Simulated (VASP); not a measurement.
# BeZnSe2 (P-4m2) in VASP: a series of runs

BeZnSe2 is run at these levels: PBE, r2SCAN; tasks: single point.

Everything below comes from runs of VASP 6.6.1. Logs are shortened: lines on timing, memory, paths and dates and some standing lists are left out, and cuts for length are marked.

## 1. The cell of the first run

It takes space group P-4m2 (No. 115, tetragonal). The conventional cell has a = 3.837 Å, b = 3.837 Å, c = 5.516 Å, α = 90.00°, β = 90.00°, γ = 90.00°. Be (site symmetry -4m2) has 4 Se at 2.28 Å within 3.0 Å. Zn (site symmetry -4m2) has 4 Se at 2.45 Å within 3.2 Å. Within 3.0 Å of Se (site symmetry 2mm) lie 2 Be at 2.28 Å and 2 Zn at 2.45 Å.

## 2. Single point, PBE

INCAR reads:

```
SYSTEM = BeZnSe2
PREC = Accurate
ENCUT = 520
EDIFF = 1E-6
ISMEAR = 0
SIGMA = 0.02
LREAL = .False.
LASPH = .True.
NELM = 100
ALGO = Normal
ISIF = 2
LWAVE = .False.
LCHARG = .True.
GGA = PE
LELF = .True.
LVHAR = .True.
NBANDS = 21
```

KPOINTS reads:

```
Automatic mesh
0
Gamma
  8 8 6
  0 0 0
```

POSCAR reads:

```
BeZnSe2
1.0
    3.8371965733      0.0000000000      0.0000000000
    0.0000000000      3.8371965733      0.0000000000
    0.0000000000      0.0000000000      5.5159166851
Be Zn Se
1 1 2
Direct
    0.0000000000      0.0000000000      0.0000000000
    0.5000000000      0.5000000000      0.5000000000
    0.0000000000      0.5000000000      0.7771639151
    0.5000000000      0.0000000000      0.2228360849
```

Potentials or basis: VASP PAW PBE potentials, release 64 (Be, Zn, Se).

On the command line:

```console
$ cat potpaw_PBE.64/Be/POTCAR potpaw_PBE.64/Zn/POTCAR potpaw_PBE.64/Se/POTCAR > POTCAR
$ mpirun -np 1 vasp_std > vasp.out
```

OUTCAR:

```text
SYSTEM = BeZnSe2
   PREC = Accurate
   ENCUT = 520
   EDIFF = 1E-6
   ISMEAR = 0
   LREAL = .False.
   LASPH = .True.
   NELM = 100
   ISIF = 2
   GGA = PE

 ion  position               nearest neighbor table
   1  0.000  0.000  0.000-   3 2.28   4 2.28   3 2.28   4 2.28
   2  0.500  0.500  0.500-   3 2.45   4 2.45   4 2.45   3 2.45
   3  0.000  0.500  0.777-   1 2.28   1 2.28   2 2.45   2 2.45
   4  0.500  0.000  0.223-   1 2.28   1 2.28   2 2.45   2 2.45

  LATTYP: Found a simple tetragonal cell.
 ALAT       =     3.8371965733
 C/A-ratio  =     1.4374860865

  Lattice vectors:

 A1 = (   3.8371965733,   0.0000000000,   0.0000000000)
 A2 = (   0.0000000000,   3.8371965733,   0.0000000000)
 A3 = (   0.0000000000,   0.0000000000,   5.5159166851)

Analysis of symmetry for initial positions (statically):
=====================================================================
 Subroutine PRICEL returns:
 Original cell was already a primitive cell.

 Routine SETGRP: Setting up the symmetry group for a
 simple tetragonal supercell.

 Subroutine GETGRP returns: Found  8 space group operations
 (whereof  8 operations were pure point group operations)
 out of a pool of 16 trial point group operations.

The static configuration has the point symmetry D_2d.

Analysis of symmetry for dynamics (positions and initial velocities):
=====================================================================
 Subroutine PRICEL returns:
 Original cell was already a primitive cell.

 Routine SETGRP: Setting up the symmetry group for a
 simple tetragonal supercell.

 Subroutine GETGRP returns: Found  8 space group operations
 (whereof  8 operations were pure point group operations)
 out of a pool of 16 trial point group operations.

The dynamic configuration has the point symmetry D_2d.

 Subroutine INISYM returns: Found  8 space group operations
 (whereof  8 operations are pure point group operations),
 and found     1 'primitive' translations

----------------------------------------------------------------------------------------

                                     Primitive cell

  volume of cell :      81.2168

  direct lattice vectors                    reciprocal lattice vectors
     3.837196573  0.000000000  0.000000000     0.260606925  0.000000000  0.000000000
     0.000000000  3.837196573  0.000000000     0.000000000  0.260606925  0.000000000
     0.000000000  0.000000000  5.515916685     0.000000000  0.000000000  0.181293529

  length of vectors
     3.837196573  3.837196573  5.515916685     0.260606925  0.260606925  0.181293529

  position of ions in fractional coordinates (direct lattice)
     0.000000000  0.000000000  0.000000000
     0.500000000  0.500000000  0.500000000
     0.000000000  0.500000000  0.777163915
     0.500000000  0.000000000  0.222836085

  ion indices of the primitive-cell ions
   primitive index   ion index
                 1           1
                 2           2
                 3           3
                 4           4

----------------------------------------------------------------------------------------

 KPOINTS: Automatic mesh

Automatic generation of k-mesh.
 Grid dimensions read from file:
 generate k-points for:    8    8    6

 Generating k-lattice:

  Cartesian coordinates                     Fractional coordinates (reciprocal lattice)
     0.032575866  0.000000000  0.000000000     0.125000000  0.000000000  0.000000000
     0.000000000  0.032575866  0.000000000     0.000000000  0.125000000  0.000000000
     0.000000000  0.000000000  0.030215588     0.000000000  0.000000000  0.166666667

  Length of vectors
     0.032575866  0.032575866  0.030215588

  Shift w.r.t. Gamma in fractional coordinates (k-lattice)
     0.000000000  0.000000000  0.000000000

 Subroutine IBZKPT returns following result:
 ===========================================

 Found     60 irreducible k-points:

 Following reciprocal coordinates:
            Coordinates               Weight
  0.000000  0.000000  0.000000      1.000000
  0.125000  0.000000  0.000000      4.000000
  0.250000  0.000000  0.000000      4.000000
  0.375000  0.000000  0.000000      4.000000
  0.500000  0.000000  0.000000      2.000000
  0.125000  0.125000  0.000000      4.000000
[... 16 lines left out ...]
  0.375000  0.125000  0.166667     16.000000
  0.500000  0.125000  0.166667      8.000000
 [... further k-points ...]
   k-points           NKPTS =     60   k-points in BZ     NKDIM =     60   number of bands    NBANDS=     21
   number of dos      NEDOS =    301   number of ions     NIONS =      4
   total plane-waves  NPLWV =  37800
   dimension x,y,z NGX =    30 NGY =   30 NGZ =   42
   dimension x,y,z NGXF=    60 NGYF=   60 NGZF=   84
   ions per type =               1   1   2
   NGX,Y,Z   is equivalent  to a cutoff of  13.00, 13.00, 12.66 a.u.
   NGXF,Y,Z  is equivalent  to a cutoff of  25.99, 25.99, 25.32 a.u.
 SYSTEM =  BeZnSe2
   PREC   = accura    normal or accurate (medium, high low for compatibility)
   ISTART =      0    job   : 0-new  1-cont  2-samecut
   ICHARG =      2    charge: 1-file 2-atom 10-const
   ISPIN  =      1    spin polarized calculation?
   LNONCOLLINEAR =      F non collinear calculations
   LSORBIT =      F    spin-orbit coupling
   LASPH  =      T    aspherical Exc in radial PAW
   ENCUT  =  520.0 eV  38.22 Ry    6.18 a.u.   7.13  7.13 10.26*2*pi/ulx,y,z
   NELM   =    100;   NELMIN=  2; NELMDL= -5     # of ELM steps
   EDIFF  = 0.1E-05   stopping-criterion for ELM
   LREAL  =      F    real-space projection
   EDIFFG = 0.1E-04   stopping-criterion for IOM
   NSW    =      0    number of steps for IOM
   IBRION =     -1    ionic relax: 0-MD 1-quasi-New 2-CG
   NFREE  =      0    steps in history (QN), initial steepest desc. (CG)
   ISIF   =      2    stress and relaxation
   ISYM   =      2    0-nonsym 1-usesym 2-fastsym
   POTIM  = 0.5000    time-step for ionic-motion
   TEBEG  =    0.0;   TEEND  =   0.0 temperature during run
   PSTRESS=    0.0 pullay stress
   NELECT =      26.0000    total number of electrons
   NUPDOWN=      -1.0000    fix difference up-down
   EMIN   =  10.00;   EMAX   =-10.00  energy-range for DOS
   EFERMI =   0.00;   METHOD = LEGACY
   ISMEAR =     0;   SIGMA  =   0.02  broadening in eV -4-tet -1-fermi 0-gaus
   EFERMI_NEDOS =   21; number of points for ismear=-14 and -15
   IALGO  =     38    algorithm
   IMIX   =      4    mixing-type and parameters
     AMIX     =   0.40;   BMIX     =  1.00
     AMIX_MAG =   1.60;   BMIX_MAG =  1.00
  volume/ion in A,a.u.               =      20.30       137.02
  Fermi-wavevector in a.u.,A,eV,Ry     =   1.119912  2.116327 17.064475  1.254204
  Thomas-Fermi vector in A             =   2.256555
   LORBIT       =      0    0 simple, 1 ext, 2 COOP (PROOUT), +10 PAW based schemes
   GGA     = PE    functional components
   LHFCALC =     F    Hartree Fock is set to
   AEXX    =    0.0000 exact exchange contribution
   IVDW    =     0    specifies the selected vdW correction
   LEPSILON=     F    determine dielectric tensor
   LRPA    =     F    only Hartree local field effects (RPA)
 non-spin polarized calculation
 Gauss-broadening in eV      SIGMA  =   0.02
  energy-cutoff  :      520.00
  volume of cell :       81.22
 maximum number of plane-waves:      2212
 NGX is ok and might be reduce to    30
   NGX = 15   NGY = 15   NGZ = 21

 number of electron      25.9999985 magnetization

 Free energy of the ion-electron system (eV)
  ---------------------------------------------------
  ext. energy  EPLUGINS =         0.00000000
  ---------------------------------------------------
  free energy    TOTEN  =       -14.77063004 eV

  energy without entropy =      -14.77063004  energy(sigma->0) =      -14.77063004

 E-fermi :   2.3800     XC(G=0):  -9.2984

 val. band max:        2.2990400743   @ k =   0.0000   0.0000   0.0000
 cond. band min:       4.5733246408   @ k =   0.0000   0.0000   0.0000
 fundamental gap:      2.2742845665
 Fermi energy:         2.3799578831

 k-point     1 :       0.0000    0.0000    0.0000
  band No.  band energies     occupation
      1     -11.1698      2.00000
      2      -9.8117      2.00000
      3      -4.0946      2.00000
      4      -4.0946      2.00000
      5      -4.0484      2.00000
      6      -3.9958      2.00000
[... 13 lines left out ...]
     20      12.9484      0.00000
     21      13.2634      0.00000

 k-point     2 :       0.1250    0.0000    0.0000
  band No.  band energies     occupation
      1     -11.0879      2.00000
      2      -9.8113      2.00000
      3      -4.1292      2.00000
      4      -4.0918      2.00000
      5      -3.9968      2.00000
      6      -3.9710      2.00000
[... 13 lines left out ...]
     20      12.3633      0.00000
     21      12.5244      0.00000

 k-point     3 :       0.2500    0.0000    0.0000
  band No.  band energies     occupation
      1     -10.8588      2.00000
      2      -9.8377      2.00000
      3      -4.1612      2.00000
      4      -4.0848      2.00000
      5      -3.9478      2.00000
      6      -3.9060      2.00000
[... 13 lines left out ...]
     20      11.5089      0.00000
     21      11.7580      0.00000

 k-point     4 :       0.3750    0.0000    0.0000
  band No.  band energies     occupation
      1     -10.5342      2.00000
      2      -9.9544      2.00000
      3      -4.1631      2.00000
      4      -4.0778      2.00000
      5      -3.9919      2.00000
      6      -3.9014      2.00000
[... 13 lines left out ...]
     20      10.6277      0.00000
     21      10.7326      0.00000

 k-point     5 :       0.5000    0.0000    0.0000
  band No.  band energies     occupation
      1     -10.2140      2.00000
      2     -10.1873      2.00000
      3      -4.1386      2.00000
      4      -4.0748      2.00000
      5      -4.0598      2.00000
      6      -3.9111      2.00000
[... 13 lines left out ...]
     20      10.1531      0.00000
     21      10.2051      0.00000
[... 382 lines left out ...]
     20      10.5456      0.00000
     21      12.1425      0.00000

 k-point    22 :       0.2500    0.1250    0.1667
  band No.  band energies     occupation
      1     -10.7309      2.00000
      2      -9.8885      2.00000
      3      -4.1600      2.00000
      4      -4.0821      2.00000
      5      -3.9461      2.00000
      6      -3.9118      2.00000
[... 13 lines left out ...]
     20       9.6931      0.00000
     21      11.6126      0.00000

 k-point    23 :       0.3750    0.1250    0.1667
  band No.  band energies     occupation
      1     -10.4341      2.00000
      2      -9.9536      2.00000
      3      -4.1484      2.00000
      4      -4.0689      2.00000
      5      -3.9732      2.00000
      6      -3.9035      2.00000
[... 13 lines left out ...]
     20      10.1794      0.00000
     21      11.3342      0.00000

 k-point    24 :       0.5000    0.1250    0.1667
  band No.  band energies     occupation
      1     -10.1538      2.00000
      2     -10.1352      2.00000
      3      -4.1182      2.00000
      4      -4.0613      2.00000
      5      -4.0286      2.00000
      6      -3.9110      2.00000
[... 13 lines left out ...]
     20      10.1049      0.00000
     21      10.6199      0.00000

 [... further k-points ...]
[... 5 lines left out ...]
  --------------------------------------------------------------------------------------
  -------------------------------------------------------------------------------------
  Total        0.0989062      0.0989062      0.1089056      0.0000000      0.0000000      0.0000000
  in kB        1.9511394      1.9511394      2.1483998      0.0000000      0.0000000      0.0000000
  external PRESSURE =       2.0168928 kB  Pullay stress =       0.0000000 kB

 VOLUME and BASIS-vectors are now :
 -----------------------------------------------------------------------------
  energy-cutoff  :      520.00
  volume of cell :       81.22
      direct lattice vectors                 reciprocal lattice vectors
     3.837196573  0.000000000  0.000000000     0.260606925  0.000000000  0.000000000
     0.000000000  3.837196573  0.000000000     0.000000000  0.260606925  0.000000000
     0.000000000  0.000000000  5.515916685     0.000000000  0.000000000  0.181293529

 POSITION                                       TOTAL-FORCE (eV/Angst)
 -----------------------------------------------------------------------------------
      0.00000      0.00000      0.00000         0.000000      0.000000      0.000000
      1.91860      1.91860      2.75796         0.000000     -0.000000      0.000000
      0.00000      1.91860      4.28677         0.000000     -0.000000      0.012990
      1.91860      0.00000      1.22915        -0.000000     -0.000000     -0.012990
 -----------------------------------------------------------------------------------
    total drift:                                0.000000      0.000000      0.000000

  FREE ENERGIE OF THE ION-ELECTRON SYSTEM (eV)
  ---------------------------------------------------
  free  energy   TOTEN  =       -14.7706300448 eV

  energy  without entropy=      -14.7706300448  energy(sigma->0) =      -14.77063004
```

It took 67 s on 1 thread of Intel Xeon Platinum 8488C (Sapphire Rapids), shared host; peak memory 0.25 GiB.

What came out:

| Item | Value |
| --- | --- |
| Free energy | -14.7706 eV |
| Pressure | 0.2 GPa |
| Largest force | 0.013 eV/Å |
| Band gap on the k mesh | 2.27 eV, direct |

Forces on the atoms (eV/Å):
```
Be   0.000  0.000  0.000
Zn   0.000  0.000  0.000
Se   0.000  0.000  0.013
Se   0.000  0.000 -0.013
```

Levels at points of the mesh, in eV from the valence-band top:
| k point | band 9 | band 10 | band 11 | band 12 | band 13 | band 14 | band 15 | band 16 | band 17 | band 18 |
| --- | --- | --- | --- | --- | --- | --- | --- | --- | --- | --- |
| (0.00, 0.00, 0.00) | -2.55 | -2.55 | -0.32 | 0.00 | 0.00 | 2.27 | 2.81 | 3.87 | 5.37 | 5.37 |
| (0.50, 0.00, 0.00) | -4.17 | -3.11 | -2.64 | -1.57 | -0.64 | 4.22 | 4.91 | 6.02 | 6.23 | 6.43 |
| (0.50, 0.50, 0.00) | -4.70 | -2.72 | -2.38 | -2.38 | -2.14 | 2.76 | 2.76 | 2.85 | 4.41 | 10.47 |
| (0.00, 0.00, 0.50) | -2.61 | -1.99 | -1.99 | -0.96 | -0.96 | 3.26 | 4.30 | 4.70 | 4.79 | 7.35 |
| (0.50, 0.00, 0.50) | -5.25 | -1.56 | -1.10 | -0.98 | -0.55 | 2.67 | 3.44 | 5.47 | 5.84 | 6.49 |
| (0.50, 0.50, 0.50) | -4.33 | -3.43 | -3.09 | -2.91 | -2.91 | 5.64 | 5.64 | 5.66 | 6.67 | 6.67 |

A k mesh can miss the band edges.

## 3. Single point, r2SCAN

POSCAR is that of step 2.

INCAR.step1 reads:

```
SYSTEM = BeZnSe2
PREC = Accurate ; ENCUT = 520
ISMEAR = 0 ; SIGMA = 0.02
LREAL = .False. ; LASPH = .True.
NELM = 60 ; NBANDS = 21
GGA = PE ; ALGO = Normal
EDIFF = 1E-4 ; LWAVE = .True.
LCHARG = .False.
```

INCAR.step2 reads:

```
SYSTEM = BeZnSe2
PREC = Accurate ; ENCUT = 520
EDIFF = 1E-6 ; ISMEAR = 0
SIGMA = 0.02 ; LREAL = .False.
LASPH = .True. ; NELM = 60
ALGO = Normal ; ISIF = 2
LWAVE = .False. ; LCHARG = .True.
METAGGA = R2SCAN ; LMIXTAU = .True.
LELF = .True. ; LVHAR = .True.
NBANDS = 21 ; ISTART = 1
```

KPOINTS is that of step 2.

Potentials or basis: VASP PAW PBE potentials, release 64 (Be, Zn, Se).

On the command line:

```console
$ cat potpaw_PBE.64/Be/POTCAR potpaw_PBE.64/Zn/POTCAR potpaw_PBE.64/Se/POTCAR > POTCAR
$ cp INCAR.step1 INCAR
$ mpirun -np 1 vasp_std > vasp.out
$ cp INCAR.step2 INCAR
$ mpirun -np 1 vasp_std > vasp.out
```

Run time: 4.1 min. Hardware: 1 thread of Intel Xeon Platinum 8488C (Sapphire Rapids), shared host; peak memory 0.27 GiB.

It converged, with:

* Free energy: -45.3239 eV
* Pressure: -1.5 GPa
* Largest force: 0.166 eV/Å
* Band gap on the k mesh: 2.88 eV, direct

Forces in eV/Å, atoms in the order of the input:
```
Be   0.000  0.000  0.000
Zn   0.000  0.000  0.000
Se   0.000  0.000 -0.166
Se   0.000  0.000  0.166
```

Stress tensor (GPa, compression positive):
```
-1.38  0.00  0.00
 0.00 -1.38  0.00
 0.00  0.00 -1.63
```

Levels at points of the mesh, in eV from the valence-band top:
| k point | band 9 | band 10 | band 11 | band 12 | band 13 | band 14 | band 15 | band 16 | band 17 | band 18 |
| --- | --- | --- | --- | --- | --- | --- | --- | --- | --- | --- |
| (0.00, 0.00, 0.00) | -2.61 | -2.61 | -0.32 | 0.00 | 0.00 | 2.88 | 3.26 | 4.33 | 5.91 | 5.91 |
| (0.50, 0.00, 0.00) | -4.26 | -3.15 | -2.69 | -1.61 | -0.65 | 4.80 | 5.47 | 6.51 | 6.74 | 7.07 |
| (0.50, 0.50, 0.00) | -4.83 | -2.78 | -2.43 | -2.43 | -2.19 | 3.17 | 3.17 | 3.29 | 4.82 | 11.52 |
| (0.00, 0.00, 0.50) | -2.64 | -2.04 | -2.04 | -0.97 | -0.97 | 3.79 | 4.77 | 5.25 | 5.31 | 8.01 |
| (0.50, 0.00, 0.50) | -5.39 | -1.59 | -1.12 | -1.00 | -0.56 | 3.22 | 3.98 | 6.02 | 6.40 | 7.00 |
| (0.50, 0.50, 0.50) | -4.35 | -3.50 | -3.16 | -2.95 | -2.95 | 6.04 | 6.04 | 6.18 | 7.37 | 7.37 |

Caveat: the PAW data sets were made with another functional, which shifts forces and pressure a little. r2SCAN opens gaps a little over a GGA but as a rule still falls short of measured ones.
